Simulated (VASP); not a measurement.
# Al8N6O (a cell with a defect) in VASP: notebook

Al8N6O (a cell with a defect) is run at these levels: PBE; tasks: single point.

The COD entry that gives the cell may itself be a prediction, so a difference from it is no test against experiment.

Everything below comes from runs of VASP 6.6.1. Logs are shortened: lines on timing, memory, paths and dates and some standing lists are left out, and cuts for length are marked.

**1. The cell of the first run**

The cell holds a defect, 15 atoms: a = 6.288 Å, b = 5.446 Å, c = 5.046 Å, α = 90.00°, β = 90.00°, γ = 90.00°.

**2. Single point, PBE**

Input file INCAR:

```
SYSTEM = Al8N6O
PREC = Accurate ; ENCUT = 520
EDIFF = 1E-6 ; ISMEAR = 0
SIGMA = 0.05 ; LREAL = Auto
LASPH = .TRUE. ; NELM = 60
ALGO = Normal ; ISIF = 2
LWAVE = .FALSE. ; LCHARG = .FALSE.
GGA = PE ; NELECT = 58.0
NBANDS = 43
```

Input file KPOINTS:

```
Automatic mesh
0
G
  2 3 3
  0 0 0
```

Input file POSCAR:

```
Al8N6O
1.0
   -3.1440000000     -5.4455680000      0.0000000000
    4.7160000000     -2.7227840000      0.0000000000
    0.0000000000      0.0000000000      5.0460000000
Al N O
8 6 1
Direct
    0.4907656792      0.6584786462      0.0026692430
    0.4999105796      0.3323844068      0.5018279826
    0.2497742931      0.1704718782      0.0015368609
    0.2618070518      0.8445469404      0.5036210860
    0.0037163028      0.6643687566     -0.0074064606
   -0.0012609348      0.3186438976      0.5047419738
    0.7473706555      0.1780700468      0.0045346809
    0.7513619005      0.8311583578      0.4890879905
    0.5028704873      0.6673131493      0.3806016647
    0.5006345075      0.3323920466      0.8808614744
    0.2484577959      0.1707572753      0.3805755054
    0.2470657547      0.8345192393      0.8819647245
   -0.0038229767      0.3366074134      0.8822512881
    0.7509125671      0.1610555791      0.3813151011
   -0.2495637554      0.8325656389      0.8788168847
```

Potentials or basis: VASP PAW PBE potentials, release 64 (Al, N, O).

The run is started by

```
cat potpaw_PBE.64/Al/POTCAR potpaw_PBE.64/N/POTCAR potpaw_PBE.64/O/POTCAR > POTCAR
mpirun -np 1 vasp_std > vasp.out
```

OUTCAR:

```text
SYSTEM = Al8N6O
   PREC = Accurate
   ENCUT = 520
   EDIFF = 1E-6
   ISMEAR = 0
   LREAL = Auto
   LASPH = .TRUE.
   NELM = 60
   ISIF = 2
   GGA = PE
   NELECT = 58.0

 ion  position               nearest neighbor table
   1  0.491  0.658  0.003-  10 1.88  12 1.91   9 1.91  15 1.99   3 3.06   5 3.06   4 3.07   7 3.07
                             4 3.08   2 3.08   2 3.09   8 3.10   3 3.17   8 3.21   5 3.23   7 3.26
   2  0.500  0.332  0.502-  11 1.91  10 1.91   9 1.92  14 1.93   4 3.05   7 3.07   1 3.08   1 3.09
                             7 3.09   3 3.10   3 3.10   6 3.14   8 3.14   6 3.15   8 3.16   4 3.17
   3  0.250  0.170  0.002-  10 1.91  11 1.91  12 1.93  13 1.93   1 3.06   6 3.07   4 3.08   4 3.09
                             6 3.10   2 3.10   2 3.10   5 3.10   7 3.13   7 3.16   5 3.16   1 3.17
   4  0.262  0.845  0.504-  11 1.88   9 1.90  12 1.91   2 3.05   6 3.07   1 3.07   3 3.08   8 3.08
                             1 3.08   3 3.09   5 3.11   2 3.17   5 3.20   8 3.21   6 3.31
   5  0.004  0.664  0.993-  13 1.87  12 1.87  15 1.92   1 3.06   6 3.10   7 3.10   8 3.10   3 3.10
                             4 3.11   8 3.13   3 3.16   6 3.20   4 3.20   1 3.23   7 3.23
   6  0.999  0.319  0.505-  11 1.87  14 1.88  13 1.91   4 3.07   3 3.07   7 3.07   7 3.07   8 3.08
                             3 3.10   5 3.10   2 3.14   2 3.15   8 3.20   5 3.20   4 3.31
   7  0.747  0.178  0.005-  10 1.87  13 1.89  14 1.90  15 1.99   2 3.07   6 3.07   1 3.07   6 3.07
                             8 3.09   2 3.09   5 3.10   3 3.13   3 3.16   8 3.21   5 3.23   1 3.26
   8  0.751  0.831  0.489-  14 1.88   9 1.88  15 1.97   6 3.08   4 3.08   7 3.09   1 3.10   5 3.10
                             5 3.13   2 3.14   2 3.16   6 3.20   1 3.21   4 3.21   7 3.21
   9  0.503  0.667  0.381-   8 1.88   4 1.90   1 1.91   2 1.92
  10  0.501  0.332  0.881-   7 1.87   1 1.88   3 1.91   2 1.91
  11  0.248  0.171  0.381-   6 1.87   4 1.88   2 1.91   3 1.91
  12  0.247  0.835  0.882-   5 1.87   1 1.91   4 1.91   3 1.93
  13  0.996  0.337  0.882-   5 1.87   7 1.89   6 1.91   3 1.93
  14  0.751  0.161  0.381-   8 1.88   6 1.88   7 1.90   2 1.93
  15  0.750  0.833  0.879-   5 1.92   8 1.97   7 1.99   1 1.99

  LATTYP: Found a simple orthorhombic cell.
 ALAT       =     5.0460000000
 B/A-ratio  =     1.0791850583
 C/A-ratio  =     1.2461355977

  Lattice vectors:

 A1 = (   0.0000000000,   0.0000000000,  -5.0460000000)
 A2 = (   4.7160000000,  -2.7227840000,   0.0000000000)
 A3 = (  -3.1440000000,  -5.4455680000,   0.0000000000)

Analysis of symmetry for initial positions (statically):
=====================================================================
 Subroutine PRICEL returns:
 Original cell was already a primitive cell.

 Routine SETGRP: Setting up the symmetry group for a
 simple orthorhombic supercell.

 Subroutine GETGRP returns: Found  1 space group operations
 (whereof  1 operations were pure point group operations)
 out of a pool of  8 trial point group operations.

The static configuration has the point symmetry C_1 .

Analysis of symmetry for dynamics (positions and initial velocities):
=====================================================================
 Subroutine PRICEL returns:
 Original cell was already a primitive cell.

 Routine SETGRP: Setting up the symmetry group for a
 simple orthorhombic supercell.

 Subroutine GETGRP returns: Found  1 space group operations
 (whereof  1 operations were pure point group operations)
 out of a pool of  8 trial point group operations.

The dynamic configuration has the point symmetry C_1 .

 Subroutine INISYM returns: Found  1 space group operations
 (whereof  1 operations are pure point group operations),
 and found     1 'primitive' translations

----------------------------------------------------------------------------------------

                                     Primitive cell

  volume of cell :     172.7838

  direct lattice vectors                    reciprocal lattice vectors
    -3.144000000 -5.445568000  0.000000000    -0.079516539 -0.137726680  0.000000000
     4.716000000 -2.722784000  0.000000000     0.159033079 -0.091817787  0.000000000
     0.000000000  0.000000000  5.046000000     0.000000000  0.000000000  0.198176774

  length of vectors
     6.288000226  5.445567804  5.046000000     0.159033073  0.183635580  0.198176774

  position of ions in fractional coordinates (direct lattice)
     0.490765679  0.658478646  0.002669243
     0.499910580  0.332384407  0.501827983
     0.249774293  0.170471878  0.001536861
     0.261807052  0.844546940  0.503621086
[... 47 lines left out ...]

  Shift w.r.t. Gamma in fractional coordinates (k-lattice)
     0.000000000  0.000000000  0.000000000

 Subroutine IBZKPT returns following result:
 ===========================================

 Found     10 irreducible k-points:

 Following reciprocal coordinates:
            Coordinates               Weight
  0.000000  0.000000  0.000000      1.000000
  0.500000 -0.000000  0.000000      1.000000
  0.000000  0.333333  0.000000      2.000000
  0.500000  0.333333  0.000000      2.000000
  0.000000  0.000000  0.333333      2.000000
  0.500000 -0.000000  0.333333      2.000000
  0.000000  0.333333  0.333333      2.000000
 -0.000000 -0.333333  0.333333      2.000000
  0.500000  0.333333  0.333333      2.000000
  0.500000 -0.333333  0.333333      2.000000
   k-points           NKPTS =     10   k-points in BZ     NKDIM =     10   number of bands    NBANDS=     43
   number of dos      NEDOS =    301   number of ions     NIONS =     15
   total plane-waves  NPLWV =  80640
   dimension x,y,z NGX =    48 NGY =   42 NGZ =   40
   dimension x,y,z NGXF=    96 NGYF=   84 NGZF=   80
   ions per type =               8   6   1
   NGX,Y,Z   is equivalent  to a cutoff of  12.69, 12.82, 13.18 a.u.
   NGXF,Y,Z  is equivalent  to a cutoff of  25.38, 25.64, 26.36 a.u.
 SYSTEM =  Al8N6O
   PREC   = accura    normal or accurate (medium, high low for compatibility)
   ISTART =      0    job   : 0-new  1-cont  2-samecut
   ICHARG =      2    charge: 1-file 2-atom 10-const
   ISPIN  =      1    spin polarized calculation?
   LNONCOLLINEAR =      F non collinear calculations
   LSORBIT =      F    spin-orbit coupling
   LASPH  =      T    aspherical Exc in radial PAW
   ENCUT  =  520.0 eV  38.22 Ry    6.18 a.u.  11.69 10.13  9.38*2*pi/ulx,y,z
   NELM   =     60;   NELMIN=  2; NELMDL= -5     # of ELM steps
   EDIFF  = 0.1E-05   stopping-criterion for ELM
   LREAL  =      T    real-space projection
   EDIFFG = 0.1E-04   stopping-criterion for IOM
   NSW    =      0    number of steps for IOM
[... 5 lines left out ...]
   TEBEG  =    0.0;   TEEND  =   0.0 temperature during run
   PSTRESS=    0.0 pullay stress
   NELECT =      58.0000    total number of electrons
   NUPDOWN=      -1.0000    fix difference up-down
   EMIN   =  10.00;   EMAX   =-10.00  energy-range for DOS
   EFERMI =   0.00;   METHOD = LEGACY
   ISMEAR =     0;   SIGMA  =   0.05  broadening in eV -4-tet -1-fermi 0-gaus
   EFERMI_NEDOS =   21; number of points for ismear=-14 and -15
   IALGO  =     38    algorithm
   IMIX   =      4    mixing-type and parameters
     AMIX     =   0.40;   BMIX     =  1.00
     AMIX_MAG =   1.60;   BMIX_MAG =  1.00
  volume/ion in A,a.u.               =      11.52        77.73
  Fermi-wavevector in a.u.,A,eV,Ry     =   1.137758  2.150051 17.612645  1.294493
  Thomas-Fermi vector in A             =   2.274463
   LORBIT       =      0    0 simple, 1 ext, 2 COOP (PROOUT), +10 PAW based schemes
   GGA     = PE    functional components
   LHFCALC =     F    Hartree Fock is set to
   AEXX    =    0.0000 exact exchange contribution
   IVDW    =     0    specifies the selected vdW correction
   LEPSILON=     F    determine dielectric tensor
   LRPA    =     F    only Hartree local field effects (RPA)
 non-spin polarized calculation
 Gauss-broadening in eV      SIGMA  =   0.05
  energy-cutoff  :      520.00
  volume of cell :      172.78
 maximum number of plane-waves:      4672
 NGX is ok and might be reduce to    48
   NGX = 23   NGY = 21   NGZ = 19

 number of electron      57.9999995 magnetization

 Free energy of the ion-electron system (eV)
  ---------------------------------------------------
  ext. energy  EPLUGINS =         0.00000000
  ---------------------------------------------------
  free energy    TOTEN  =      -120.31500172 eV

  energy without entropy =     -120.31500172  energy(sigma->0) =     -120.31500172

 E-fermi :   6.3674     XC(G=0): -10.3726

 val. band max:        6.1035739180   @ k =   0.5000  -0.0000   0.0000
 cond. band min:       8.2975510148   @ k =   0.5000  -0.0000   0.0000
 fundamental gap:      2.1939770967
 Fermi energy:         6.3674271874

 k-point     1 :       0.0000    0.0000    0.0000
  band No.  band energies     occupation
      1     -13.1646      2.00000
      2      -8.8828      2.00000
      3      -7.6406      2.00000
      4      -7.5852      2.00000
      5      -7.0609      2.00000
      6      -7.0134      2.00000
[... 429 lines left out ...]
     40      13.9205      0.00000
     41      14.0748      0.00000
 [bands above 41 left out]

------------------------ aborting loop because EDIFF is reached ----------------------------------------

  FORCE on cell =-STRESS in cart. coord.  units (eV):
  Direction    XX          YY          ZZ          XY          YZ          ZX
  --------------------------------------------------------------------------------------
  -------------------------------------------------------------------------------------
  Total      -24.5232778    -22.8763342    -24.6218813     -0.2579633     -0.2184107     -0.3685698
  in kB     -227.3977357   -212.1260719   -228.3120591     -2.3920241     -2.0252632     -3.4176483
  external PRESSURE =    -222.6119555 kB  Pullay stress =       0.0000000 kB

 VOLUME and BASIS-vectors are now :
 -----------------------------------------------------------------------------
  energy-cutoff  :      520.00
  volume of cell :      172.78
      direct lattice vectors                 reciprocal lattice vectors
    -3.144000000 -5.445568000  0.000000000    -0.079516539 -0.137726680  0.000000000
     4.716000000 -2.722784000  0.000000000     0.159033079 -0.091817787  0.000000000
     0.000000000  0.000000000  5.046000000     0.000000000  0.000000000  0.198176774

 POSITION                                       TOTAL-FORCE (eV/Angst)
 -----------------------------------------------------------------------------------
      1.56242     -4.46539      0.01347        -0.003448      0.001568      0.002425
     -0.00419     -3.62731      2.53222         0.001911      0.001819     -0.000184
      0.01866     -1.82432      0.00776        -0.003607     -0.007365     -0.003099
      3.15976     -3.72521      2.54127        -0.007979     -0.008169      0.003303
      3.12148     -1.82917      5.00863         0.002527      0.006116     -0.007322
     -1.63731     -6.30630      2.54693         0.000189     -0.001034      0.006635
     -1.50996     -4.55470      0.02288         0.004227      0.004933      0.009325
      1.55746     -6.35466      2.46794        -0.000957      0.002308     -0.002272
      1.56602     -4.55536      1.92052        -0.002773      0.010086     -0.003869
     -0.00643     -3.63127      4.44483         0.000997      0.001517     -0.006610
      0.02414     -1.81793      1.92038         0.002422      0.000631     -0.006547
      3.15882     -3.61763      4.45039         0.006347      0.000585      0.002468
     -1.54454     -6.34126      4.45184        -0.005235      0.001994      0.004505
     -1.60133     -4.52767      1.92412         0.006722     -0.007020     -0.002626
      1.56701     -6.35345      4.43451        -0.001342     -0.007970      0.003868
 -----------------------------------------------------------------------------------
    total drift:                               -0.004932      0.000195      0.018562

  FREE ENERGIE OF THE ION-ELECTRON SYSTEM (eV)
  ---------------------------------------------------
  free  energy   TOTEN  =      -120.3150017181 eV

  energy  without entropy=     -120.3150017181  energy(sigma->0) =     -120.31500172
```

Wall time 81 s (1 thread of Intel Xeon 6975P-C (Granite Rapids), shared host); peak memory 0.27 GiB.

Results:

```
Free energy   : -120.3150 eV
Largest force : 0.012 eV/Å
```

Forces on the atoms (eV/Å):
```
Al  -0.003  0.002  0.002
Al   0.002  0.002  0.000
Al  -0.004 -0.007 -0.003
Al  -0.008 -0.008  0.003
Al   0.003  0.006 -0.007
Al   0.000 -0.001  0.007
Al   0.004  0.005  0.009
Al  -0.001  0.002 -0.002
N   -0.003  0.010 -0.004
N    0.001  0.002 -0.007
N    0.002  0.001 -0.007
N    0.006  0.001  0.002
N   -0.005  0.002  0.005
N    0.007 -0.007 -0.003
O   -0.001 -0.008  0.004
```

Caveat: the k points lie up to 0.50 Å⁻¹ apart; the cell carries a net charge on a neutralising background, which shifts energy and pressure; the cell is charged against a uniform background, so pressure and absolute levels hang on convention.

**3. Single point, PBE**

Input file INCAR:

```
SYSTEM = Al8N6O
  PREC = Accurate
  ENCUT = 520
  EDIFF = 1E-7
  ISMEAR = 0
  SIGMA = 0.05
  LREAL = Auto
  LASPH = .TRUE.
  NELM = 100
  ALGO = Normal
  ISIF = 2
  LWAVE = .FALSE.
  LCHARG = .FALSE.
  GGA = PE
  NBANDS = 43
  NELECT = 58.0
```

KPOINTS is that of step 2.

Input file POSCAR:

```
Al8N6O
1.0
   -3.1440000000     -5.4455680000      0.0000000000
    4.7160000000     -2.7227840000      0.0000000000
    0.0000000000      0.0000000000      5.0460000000
Al N O
8 6 1
Direct
    0.4764532201      0.6498835717      0.0164466904
    0.4988611448      0.3299856741      0.5151200951
    0.2486565718      0.1676474262      0.0169718589
    0.2639315580      0.8463332948      0.5179377725
   -0.0160300031      0.6798300827     -0.0924480777
    0.0026430690      0.3173784582      0.5183973444
    0.7518089970      0.1928504001      0.0164871185
    0.7507263186      0.8325283176      0.3971200951
    0.4967231791      0.6627177004      0.3920947285
    0.4996800236      0.3291055967      0.8910253666
    0.2494608290      0.1687482711      0.3930860087
    0.2499152194      0.8378874999      0.8942764566
    0.0007037807      0.3347410277      0.8946831153
    0.7516739011      0.1713487585      0.3927043203
   -0.0051795679      0.6714328750      0.4879187475
```

Potentials or basis: VASP PAW PBE potentials, release 64 (Al, N, O).

The run is started by

```
cat potpaw_PBE.64/Al/POTCAR potpaw_PBE.64/N/POTCAR potpaw_PBE.64/O/POTCAR > POTCAR
mpirun -np 1 vasp_std > vasp.out
```

Wall time 71 s (1 thread of Intel Xeon 6975P-C (Granite Rapids), shared host); peak memory 0.28 GiB.

Results (log left out):

```yaml
Free_energy: -119.9547 eV
Largest_force: 0.049 eV/Å
```

Forces in eV/Å, atoms in the order of the input:
```
Al  -0.005  0.006  0.002
Al   0.000 -0.001 -0.003
Al   0.001 -0.002 -0.001
Al  -0.004 -0.008  0.002
Al   0.000 -0.003  0.009
Al  -0.031  0.019  0.003
Al   0.012 -0.007  0.001
Al   0.001  0.004 -0.016
N   -0.001  0.011  0.002
N   -0.006  0.002 -0.009
N   -0.002  0.000 -0.007
N    0.000 -0.014 -0.002
N   -0.015 -0.001 -0.005
N    0.011  0.005 -0.004
O    0.040 -0.010  0.027
```

Levels at points of the mesh, in eV from the Fermi level:
```
           k point  band 25  band 26  band 27  band 28  band 29  band 30  band 31  band 32  band 33  band 34
(0.00, 0.00, 0.00)    -2.04    -1.81    -1.50    -1.42    -1.33     3.11     3.39     3.58     4.00     5.20
(0.50, 0.00, 0.00)    -2.20    -1.93    -1.63    -1.39    -0.31     2.01     3.41     3.56     4.73     5.14
```

Caveat: the k points lie up to 0.50 Å⁻¹ apart; the cell carries a net charge on a neutralising background, which shifts energy and pressure; the cell is charged against a uniform background, so pressure and absolute levels hang on convention.
